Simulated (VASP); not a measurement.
# Sn in VASP: settings compared, part 2 of 2

VASP 6.6.1. The steps go on from the part before.

### Step 3. Single point, LDA, non-collinear spin, typed start, spin-orbit coupling

This run uses another cell than the first one, of 33.13 Å³/atom.

INCAR

```
SYSTEM = Sn
PREC = Accurate
ENCUT = 520
EDIFF = 1E-6
ISMEAR = 1
SIGMA = 0.1
LREAL = .False.
LASPH = .True.
NELM = 150
ALGO = Normal
ISIF = 2
LWAVE = .False.
LCHARG = .False.
MAGMOM = 0.031 -0.001 -0.084 0.001 0.106 -0.057
LORBIT = 11
LSORBIT = .True.
GGA_COMPAT = .False.
LORBMOM = .True.
GGA = CA
NBANDS = 40
```

KPOINTS

```
Automatic mesh
0
Gamma
  5 5 5
  0 0 0
```

POSCAR

```
Sn
1.0
    0.0000000000      3.2116418589      3.2116418589
    3.2116418589      0.0000000000      3.2116418589
    3.2116418589      3.2116418589      0.0000000000
Sn
2
Direct
    0.7439350000      0.7444740000      0.7521720000
    0.5057080000      0.4909210000      0.4975020000
```

Potentials or basis: VASP PAW LDA potentials, release 64 (Sn_d).

Launch:

```bash
$ cat potpaw_LDA.64/Sn_d/POTCAR > POTCAR
$ mpirun -np 1 vasp_ncl > vasp.out
```

OUTCAR:

```text
SYSTEM = Sn
   PREC = Accurate
   ENCUT = 520
   EDIFF = 1E-6
   ISMEAR = 1
   LREAL = .False.
   LASPH = .True.
   NELM = 150
   ISIF = 2
   LORBIT = 11
   LSORBIT = .True.
   GGA = CA

 ion  position               nearest neighbor table
   1  0.744  0.744  0.752-   2 2.76   2 2.77   2 2.77   2 2.83
   2  0.506  0.491  0.498-   1 2.76   1 2.77   1 2.77   1 2.83

  LATTYP: Found a face centered cubic cell.
 ALAT       =     6.4232837178

  Lattice vectors:

 A1 = (   0.0000000000,   3.2116418589,   3.2116418589)
 A2 = (   3.2116418589,   0.0000000000,   3.2116418589)
 A3 = (   3.2116418589,   3.2116418589,   0.0000000000)

Analysis of symmetry for initial positions (statically):
=====================================================================
 Subroutine PRICEL returns:
 Original cell was already a primitive cell.

 Routine SETGRP: Setting up the symmetry group for a
 face centered cubic supercell.

 Subroutine GETGRP returns: Found  4 space group operations
[... 1298 lines left out ...]
     0.0000000     0.0000000     0.0000000     0.0000000     0.0000000     0.0000000     0.0000000
     0.0000000     0.0000000     0.0000000     0.0000000     0.0000000     0.0000000     0.0000000
     0.0000000     0.0000000     0.0000000     0.0000000     0.0000000     0.0000000     0.0000000
     0.0000000     0.0000000     0.0000000     0.0000000     0.0000000     0.0000000     0.0000000
     0.0000000     0.0000000     0.0000000     0.0000000     0.0000000     0.0000000     0.0000000
     0.0000000     0.0000000     0.0000000     0.0000000     0.0000000     0.0000000     0.0000000

 Ion:    2  E_soc:     -0.1206072
 l=   1
     0.0000000    -0.0136506    -0.0136506
    -0.0136506     0.0000000    -0.0136501
    -0.0136506    -0.0136501     0.0000000
 l=   2
     0.0000000    -0.0012848     0.0000000    -0.0012848    -0.0051660
    -0.0012848     0.0000000    -0.0038745    -0.0012848    -0.0012915
     0.0000000    -0.0038745     0.0000000    -0.0038745     0.0000000
    -0.0012848    -0.0012848    -0.0038745     0.0000000    -0.0012915
    -0.0051660    -0.0012915     0.0000000    -0.0012915     0.0000000
 l=   3
     0.0000000     0.0000000     0.0000000     0.0000000     0.0000000     0.0000000     0.0000000
     0.0000000     0.0000000     0.0000000     0.0000000     0.0000000     0.0000000     0.0000000
     0.0000000     0.0000000     0.0000000     0.0000000     0.0000000     0.0000000     0.0000000
     0.0000000     0.0000000     0.0000000     0.0000000     0.0000000     0.0000000     0.0000000
     0.0000000     0.0000000     0.0000000     0.0000000     0.0000000     0.0000000     0.0000000
     0.0000000     0.0000000     0.0000000     0.0000000     0.0000000     0.0000000     0.0000000
     0.0000000     0.0000000     0.0000000     0.0000000     0.0000000     0.0000000     0.0000000

 total charge

# of ion       s       p       d       tot
------------------------------------------
    1        1.167   1.261   9.971  12.399
    2        1.167   1.261   9.971  12.399
--------------------------------------------------
tot          2.333   2.522  19.942  24.797

 magnetization (x)

# of ion       s       p       d       tot
------------------------------------------
    1        0.000   0.000  -0.000   0.000
    2       -0.000  -0.000   0.000  -0.000
--------------------------------------------------
tot          0.000  -0.000  -0.000  -0.000

 magnetization (y)

# of ion       s       p       d       tot
------------------------------------------
    1       -0.000  -0.000   0.000  -0.000
    2        0.000   0.000  -0.000   0.000
--------------------------------------------------
tot         -0.000  -0.000  -0.000  -0.000

 magnetization (z)

# of ion       s       p       d       tot
------------------------------------------
    1       -0.000  -0.000   0.000  -0.000
    2        0.000   0.000  -0.000   0.000
--------------------------------------------------
tot         -0.000   0.000   0.000   0.000
```

stdout:

```text
POSCAR found type information on POSCAR Sn
 POSCAR found :  1 types and       2 ions
 scaLAPACK will be used
 LDA part: xc-table for (Slater(with rela. corr.)+CA(PZ))
 , standard interpolation
 POSCAR, INCAR and KPOINTS ok, starting setup
 FFT: planning ... GRIDC
 FFT: planning ... GRID_SOFT
 FFT: planning ... GRID
 WAVECAR not read
 entering main loop
```

Wall time 20 min (1 thread of Oxide Virtual Turin-like, shared host); peak memory 0.54 GiB.

What came out:

- Free energy: -8.9670 eV
- Pressure: 1.3 GPa
- Largest force: 0.313 eV/Å
- Net moment: 0.00 μB per cell
- Valence electrons inside the program's atomic spheres: Sn 12.40

Forces in eV/Å, atoms in the order of the input:
```
Sn  -0.191  0.159  0.191
Sn   0.191 -0.159 -0.191
```

Stress tensor (GPa, compression positive):
```
 1.30  0.69  0.61
 0.69  1.30 -0.70
 0.61 -0.70  1.30
```

Moments on the atoms (μB; x, y, z):
```
Sn  0.00 0.00 0.00
Sn  0.00 0.00 0.00
```

### Step 4. Single point, LDA, non-collinear spin, typed start, spin-orbit coupling

This run uses another cell than the first one, of 32.45 Å³/atom.

INCAR

```
  ALGO = Fast
  EDIFF = 1E-6
  ENCUT = 520
  GGA = CA
  GGA_COMPAT = False
  ISIF = 2
  ISMEAR = 1
  LASPH = True
  LCHARG = False
  LORBIT = 11
  LORBMOM = True
  LREAL = False
  LSORBIT = True
  LWAVE = False
  MAGMOM = 0.031 -0.001 -0.084 0.001 0.106 -0.057
  NBANDS = 40
  NELM = 150
  PREC = Accurate
  SIGMA = 0.1
```

KPOINTS

```
k-points
0
Gamma
  5 5 5
```

POSCAR

```
Sn
1.0
    0.0000000000      3.1896436215      3.1896436215
    3.1896436215      0.0000000000      3.1896436215
    3.1896436215      3.1896436215      0.0000000000
Sn
2
Direct
    0.7439350000      0.7444740000      0.7521720000
    0.5057080000      0.4909210000      0.4975020000
```

Potentials or basis: VASP PAW LDA potentials, release 64 (Sn_d).

Launch:

```bash
$ cat potpaw_LDA.64/Sn_d/POTCAR > POTCAR
$ mpirun -np 1 vasp_ncl > vasp.out
```

OUTCAR:

```text
EDIFF = 1E-6
   ENCUT = 520
   GGA = CA
   ISIF = 2
   ISMEAR = 1
   LASPH = True
   LORBIT = 11
   LREAL = False
   LSORBIT = True
   NELM = 150
   PREC = Accurate

 ion  position               nearest neighbor table
   1  0.744  0.744  0.752-   2 2.75   2 2.75   2 2.75   2 2.81
   2  0.506  0.491  0.498-   1 2.75   1 2.75   1 2.75   1 2.81

  LATTYP: Found a face centered cubic cell.
 ALAT       =     6.3792872430

  Lattice vectors:

 A1 = (   0.0000000000,   3.1896436215,   3.1896436215)
 A2 = (   3.1896436215,   0.0000000000,   3.1896436215)
 A3 = (   3.1896436215,   3.1896436215,   0.0000000000)

Analysis of symmetry for initial positions (statically):
=====================================================================
 Subroutine PRICEL returns:
 Original cell was already a primitive cell.

 Routine SETGRP: Setting up the symmetry group for a
 face centered cubic supercell.

 Subroutine GETGRP returns: Found  4 space group operations
 (whereof  1 operations were pure point group operations)
 out of a pool of 48 trial point group operations.

The static configuration has the point symmetry C_1 .
 The point group associated with its full space group is C_2h.

Analysis of symmetry for dynamics (positions and initial velocities):
=====================================================================
 Subroutine PRICEL returns:
 Original cell was already a primitive cell.

 Routine SETGRP: Setting up the symmetry group for a
 face centered cubic supercell.

 Subroutine GETGRP returns: Found  4 space group operations
 (whereof  1 operations were pure point group operations)
 out of a pool of 48 trial point group operations.

The dynamic configuration has the point symmetry C_1 .
 The point group associated with its full space group is C_2h.

Analysis of structural, dynamic, and magnetic symmetry:
=====================================================================
 Subroutine PRICEL returns:
 Original cell was already a primitive cell.

 Routine SETGRP: Setting up the symmetry group for a
 face centered cubic supercell.

 Subroutine GETGRP returns: Found  1 space group operations
 (whereof  1 operations were pure point group operations)
 out of a pool of 48 trial point group operations.

The overall configuration has the point symmetry C_1 .

 Subroutine INISYM returns: Found  1 space group operations
 (whereof  1 operations are pure point group operations),
 and found     1 'primitive' translations

----------------------------------------------------------------------------------------

                                     Primitive cell

  volume of cell :      64.9018

  direct lattice vectors                    reciprocal lattice vectors
     0.000000000  3.189643622  3.189643622    -0.156757324  0.156757324  0.156757324
     3.189643622  0.000000000  3.189643622     0.156757324 -0.156757324  0.156757324
     3.189643622  3.189643622  0.000000000     0.156757324  0.156757324 -0.156757324

  length of vectors
     4.510837269  4.510837269  4.510837269     0.271511650  0.271511650  0.271511650

[... 1176 lines left out ...]
  --------------------------------------------------------------------------------------
  -------------------------------------------------------------------------------------
  Total        0.9848666      0.9873533      0.9848682      0.3107065     -0.3108394      0.2718755
  in kB       24.3126058     24.3739918     24.3126464      7.6701614     -7.6734422      6.7115700
  external PRESSURE =      24.3330813 kB  Pullay stress =       0.0000000 kB

 VOLUME and BASIS-vectors are now :
 -----------------------------------------------------------------------------
  energy-cutoff  :      520.00
  volume of cell :       64.90
      direct lattice vectors                 reciprocal lattice vectors
     0.000000000  3.189643622  3.189643622    -0.156757324  0.156757324  0.156757324
     3.189643622  0.000000000  3.189643622     0.156757324 -0.156757324  0.156757324
     3.189643622  3.189643622  0.000000000     0.156757324  0.156757324 -0.156757324

 POSITION                                       TOTAL-FORCE (eV/Angst)
 -----------------------------------------------------------------------------------
      4.77377      4.77205      4.74749        -0.199480      0.165788      0.199389
      3.15272      3.19988      3.17889         0.199480     -0.165788     -0.199389
 -----------------------------------------------------------------------------------
    total drift:                               -0.000077     -0.000050     -0.000148

  FREE ENERGIE OF THE ION-ELECTRON SYSTEM (eV)
  ---------------------------------------------------
  free  energy   TOTEN  =        -8.9508135449 eV

  energy  without entropy=       -8.9509137192  energy(sigma->0) =       -8.95084694

 orbital moment (x)

 # of ion     p       d       tot
 ----------------------------------------
  1         0.000  -0.000   0.000
  2        -0.000  -0.000  -0.000
 ----------------------------------------
            0.000  -0.000  -0.000

 orbital moment (y)

 # of ion     p       d       tot
 ----------------------------------------
  1        -0.000  -0.000  -0.000
  2         0.000  -0.000   0.000
 ----------------------------------------
            0.000  -0.000  -0.000

 orbital moment (z)

 # of ion     p       d       tot
 ----------------------------------------
  1        -0.000   0.000   0.000
  2         0.000   0.000   0.000
 ----------------------------------------
           -0.000   0.000   0.000

 Spin-Orbit-Coupling matrix elements

 Ion:    1  E_soc:     -0.1208749
 l=   1
     0.0000000    -0.0136882    -0.0136882
    -0.0136882     0.0000000    -0.0136878
    -0.0136882    -0.0136878     0.0000000
 l=   2
     0.0000000    -0.0012858     0.0000000    -0.0012859    -0.0051719
    -0.0012858     0.0000000    -0.0038789    -0.0012858    -0.0012930
     0.0000000    -0.0038789     0.0000000    -0.0038789     0.0000000
    -0.0012859    -0.0012858    -0.0038789     0.0000000    -0.0012930
    -0.0051719    -0.0012930     0.0000000    -0.0012930     0.0000000
 l=   3
     0.0000000     0.0000000     0.0000000     0.0000000     0.0000000     0.0000000     0.0000000
     0.0000000     0.0000000     0.0000000     0.0000000     0.0000000     0.0000000     0.0000000
     0.0000000     0.0000000     0.0000000     0.0000000     0.0000000     0.0000000     0.0000000
     0.0000000     0.0000000     0.0000000     0.0000000     0.0000000     0.0000000     0.0000000
     0.0000000     0.0000000     0.0000000     0.0000000     0.0000000     0.0000000     0.0000000
     0.0000000     0.0000000     0.0000000     0.0000000     0.0000000     0.0000000     0.0000000
     0.0000000     0.0000000     0.0000000     0.0000000     0.0000000     0.0000000     0.0000000

 Ion:    2  E_soc:     -0.1208748
 l=   1
     0.0000000    -0.0136882    -0.0136882
    -0.0136882     0.0000000    -0.0136878
    -0.0136882    -0.0136878     0.0000000
 l=   2
     0.0000000    -0.0012858     0.0000000    -0.0012858    -0.0051719
    -0.0012858     0.0000000    -0.0038789    -0.0012859    -0.0012930
     0.0000000    -0.0038789     0.0000000    -0.0038789     0.0000000
    -0.0012858    -0.0012859    -0.0038789     0.0000000    -0.0012930
    -0.0051719    -0.0012930     0.0000000    -0.0012930     0.0000000
 l=   3
     0.0000000     0.0000000     0.0000000     0.0000000     0.0000000     0.0000000     0.0000000
     0.0000000     0.0000000     0.0000000     0.0000000     0.0000000     0.0000000     0.0000000
     0.0000000     0.0000000     0.0000000     0.0000000     0.0000000     0.0000000     0.0000000
     0.0000000     0.0000000     0.0000000     0.0000000     0.0000000     0.0000000     0.0000000
     0.0000000     0.0000000     0.0000000     0.0000000     0.0000000     0.0000000     0.0000000
     0.0000000     0.0000000     0.0000000     0.0000000     0.0000000     0.0000000     0.0000000
     0.0000000     0.0000000     0.0000000     0.0000000     0.0000000     0.0000000     0.0000000

 total charge

# of ion       s       p       d       tot
------------------------------------------
    1        1.165   1.283   9.974  12.422
    2        1.165   1.283   9.974  12.422
--------------------------------------------------
tot          2.329   2.567  19.947  24.843

 magnetization (x)

# of ion       s       p       d       tot
------------------------------------------
    1       -0.000  -0.000   0.000  -0.000
    2       -0.000   0.000  -0.000  -0.000
--------------------------------------------------
tot         -0.000  -0.000  -0.000  -0.000

 magnetization (y)

# of ion       s       p       d       tot
------------------------------------------
    1       -0.000   0.000  -0.000  -0.000
    2       -0.000  -0.000   0.000  -0.000
--------------------------------------------------
tot         -0.000  -0.000  -0.000  -0.000

 magnetization (z)

# of ion       s       p       d       tot
------------------------------------------
    1        0.000   0.000  -0.000   0.000
    2        0.000   0.000   0.000   0.000
--------------------------------------------------
tot          0.000   0.000   0.000   0.000
```

stdout:

```text
POSCAR found type information on POSCAR Sn
 POSCAR found :  1 types and       2 ions
 scaLAPACK will be used
 LDA part: xc-table for (Slater(with rela. corr.)+CA(PZ))
 , standard interpolation
 POSCAR, INCAR and KPOINTS ok, starting setup
 FFT: planning ... GRIDC
 FFT: planning ... GRID_SOFT
 FFT: planning ... GRID
 WAVECAR not read
 entering main loop
WARNING in EDDRMM: call to ZHEGV failed, returncode =   8  4     36
WARNING in EDDRMM: call to ZHEGV failed, returncode =   8  4     36
WARNING in EDDRMM: call to ZHEGV failed, returncode =   8  4     36
WARNING in EDDRMM: call to ZHEGV failed, returncode =   8  4     39
WARNING in EDDRMM: call to ZHEGV failed, returncode =   6  3     35
WARNING in EDDRMM: call to ZHEGV failed, returncode =   8  4     35
WARNING in EDDRMM: call to ZHEGV failed, returncode =   8  4     36
WARNING in EDDRMM: call to ZHEGV failed, returncode =   8  4     35
WARNING in EDDRMM: call to ZHEGV failed, returncode =   8  4     36
WARNING in EDDRMM: call to ZHEGV failed, returncode =   8  4     38
```

Wall time 22 min (1 thread of Oxide Virtual Turin-like, shared host); peak memory 0.55 GiB.

What came out:

- Free energy: -8.9508 eV
- Pressure: 2.4 GPa
- Largest force: 0.327 eV/Å
- Net moment: 0.00 μB per cell
- Valence electrons inside the program's atomic spheres: Sn 12.42

Forces on the atoms (eV/Å):
```
Sn  -0.199  0.166  0.199
Sn   0.199 -0.166 -0.199
```

Stress tensor (GPa, compression positive):
```
 2.43  0.77  0.67
 0.77  2.44 -0.77
 0.67 -0.77  2.43
```

Moments on the atoms (μB; x, y, z):
```
Sn  0.00 0.00 0.00
Sn  0.00 0.00 0.00
```
